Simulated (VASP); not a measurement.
Write the native input for VASP 6.6.1 that does the following.

```
Task                   : single point
Functional             : PBE
Potentials or basis    : VASP PAW PBE potentials, release 64 (Pb_d, O)
Cutoff                 : 520 eV
k mesh                 : 14 × 14 × 14
Occupations            : gaussian, width 0.1 eV
Spin                   : no spin polarisation
Dipole correction      : no
Further INCAR settings : ALGO = Normal; EDIFF = 1e-06; NBANDS = 20
```

The structure of PbO2 lies in POSCAR:

```
PbO2
1.0
    0.0000000000      2.7911946896      2.7911946896
    2.7911946896      0.0000000000      2.7911946896
    2.7911946896      2.7911946896      0.0000000000
Pb O
1 2
Direct
    0.0000000000      0.0000000000      0.0000000000
    0.2500000000      0.2500000000      0.2500000000
    0.7500000000      0.7500000000      0.7500000000
```

The input as run:

INCAR

```
SYSTEM = PbO2
PREC     = Accurate       ! precision mode
ENCUT    = 520            ! plane-wave cutoff, eV
EDIFF    = 1E-6           ! SCF threshold, eV
ISMEAR   = 0              ! smearing method
SIGMA    = 0.1            ! smearing width, eV
LREAL    = .False.        ! projectors in reciprocal space
LASPH    = .True.         ! aspherical terms in the spheres
NELM     = 100            ! most SCF steps
ALGO     = Normal         ! electronic algorithm
ISIF     = 2              ! what is computed and relaxed
LWAVE    = .False.        ! write WAVECAR
LCHARG   = .False.        ! write CHGCAR
GGA      = PE             ! functional
NBANDS   = 20             ! bands
```

KPOINTS

```
Automatic mesh
0
Gamma
  14 14 14
  0 0 0
```

Potentials or basis: VASP PAW PBE potentials, release 64 (Pb_d, O).

Launch:

```console
$ cat potpaw_PBE.64/Pb_d/POTCAR potpaw_PBE.64/O/POTCAR > POTCAR
$ mpirun -np 1 vasp_std > vasp.out
```

Results of the run:

* Pressure: -9.8 GPa
* Band gap on the k mesh: zero (band 13 reaches 4.45 eV, above the bottom of band 14 at 3.42 eV)

Caveat: spin-orbit coupling is left out, which moves the levels of the heavy elements.

Wall time 66 s on 1 thread of Intel Xeon 6975P-C, on a shared host, peak memory 0.23 GiB.
